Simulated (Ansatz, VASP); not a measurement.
**Ni in VASP and in Ansatz**

Contents of INCAR:

```
ALGO = Normal ; EDIFF = 1E-7
ENCUT = 520 ; ISIF = 2
ISMEAR = -1 ; ISPIN = 2
LASPH = True ; LCHARG = False
LMAXMIX = 4 ; LORBIT = 11
LREAL = False ; LWAVE = False
MAGMOM = 1 ; NBANDS = 15
NELM = 150 ; PREC = Accurate
SIGMA = 0.08
```

File KPOINTS:

```
k-points
0
Gamma
  18 18 18
```

POSCAR

```
Ni
1.0
    0.0000000000      1.6409268946      1.6409268946
    1.6409268946      0.0000000000      1.6409268946
    1.6409268946      1.6409268946      0.0000000000
Ni
1
Direct
    0.0000000000      0.0000000000      0.0000000000
```

Input for Ansatz:

```yaml
crystal:
  lattice:
    - [0.0, 1.6409268946, 1.6409268946]
    - [1.6409268946, 0.0, 1.6409268946]
    - [1.6409268946, 1.6409268946, 0.0]
  atoms:
    - { symbol: Ni, position: [0.0, 0.0, 0.0], spin: 1.0 }
magnetization:
  spin_polarized: true
kpoints:
  mp_grid: { grid: [18, 18, 18] }
scf:
  occupations: { method: fermi_dirac, width: 0.08 }
hamiltonian:
  xc: lda
  pseudopotentials: { kind: all_electron, lapw: { basis_error: 0.001 } }
output:
  forces: true
  stress: true
  eigenvalues: true
  populations: true
```

Change from the starting cell: volume scaled by 0.88, LAPW.

Alike in both runs: task single point; functional LDA; k mesh 18 × 18 × 18; occupations fermi-dirac, width 0.08 eV; collinear spin.

|  | VASP | Ansatz |
| --- | --- | --- |
| version | VASP 6.6.1 | Ansatz 0.2.0 |
| potentials or method | VASP PAW LDA potentials, release 64 (Ni), cutoff 520 eV | all-electron LAPW, scalar-relativistic |

Ansatz gave:

| Quantity | Value |
| --- | --- |
| pressure (GPa) | 44.1 |
| net moment per atom (μB) | 0.57 |
| size of the moment on the site where the two differ most (μB) | 0.58 |

**Question.** What did VASP give for the same quantities?

**Answer.** Pressure (GPa): 43.6; net moment per atom (μB): 0.55; size of the moment on the site where the two differ most (μB): 0.54.

LDA's correlation is that of Perdew and Zunger in VASP and of Perdew and Wang (1992) in Ansatz. Site moments also hang on the region over which each program counts them. Both programs put the cell under a high pressure, so it lies far from rest at this level. Ansatz ran all-electron here, and VASP with PAW potentials.
